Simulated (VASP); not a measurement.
Here is a VASP 6.6.1 calculation.

INCAR

```
ALGO = Normal
EDIFF = 1E-7
EDIFFG = -0.003
ENCUT = 600
GGA = CA
GGA_COMPAT = F
IBRION = 2
ISIF = 3
ISMEAR = 0
LASPH = T
LCHARG = F
LMAXMIX = 6
LREAL = F
LWAVE = F
NELM = 200
NELMIN = 4
NSW = 80
PREC = Accurate
PSTRESS = 400.0
SIGMA = 0.01
```

KPOINTS

```
k-points
0
Gamma
  8 8 8
```

Contents of POSCAR:

```
CeO2
1.0
    0.0000000000      2.5795888491      2.5795888491
    2.5795888491      0.0000000000      2.5795888491
    2.5795888491      2.5795888491      0.0000000000
Ce O
1 2
Direct
    0.0000000000      0.0000000000      0.0000000000
    0.2500000000      0.2500000000      0.2500000000
    0.7500000000      0.7500000000      0.7500000000
```

Potentials or basis: VASP PAW LDA potentials, release 64 (Ce, O).

Run with:

```bash
$ cat potpaw_LDA.64/Ce/POTCAR potpaw_LDA.64/O/POTCAR > POTCAR
$ mpirun -np 1 vasp_std > vasp.out
```

Problem. What does it give for the space group after relaxing (to 0.1 Å)?

Solution. Fm-3m (No. 225).

Problem. Predict the band gap on the k mesh.

Solution. 2.33 eV (least direct gap 2.50 eV).

Problem. What does it give for the relaxed volume?

Solution. 11.13 Å³/atom.

Problem. Estimate the relaxed cell.

Solution. a = 3.615 Å, b = 3.615 Å, c = 3.615 Å, α = 60.00°, β = 60.00°, γ = 60.00°.

Final structure:
```xyz
3
Lattice="0.0000 2.5559 2.5559 2.5559 0.0000 2.5559 2.5559 2.5559 0.0000" Properties=species:S:1:pos:R:3 pbc="T T T"
Ce    0.0000    0.0000    0.0000
O     1.2779    1.2779    1.2779
O     3.8338    3.8338    3.8338
```

Caveat: the cell is relaxed towards a set pressure, so the run minimises the enthalpy, not the energy; spin-orbit coupling is left out, which moves the levels of the heavy elements. Spin polarisation is off, so any magnetic state and its effect on volume and gap are missing.
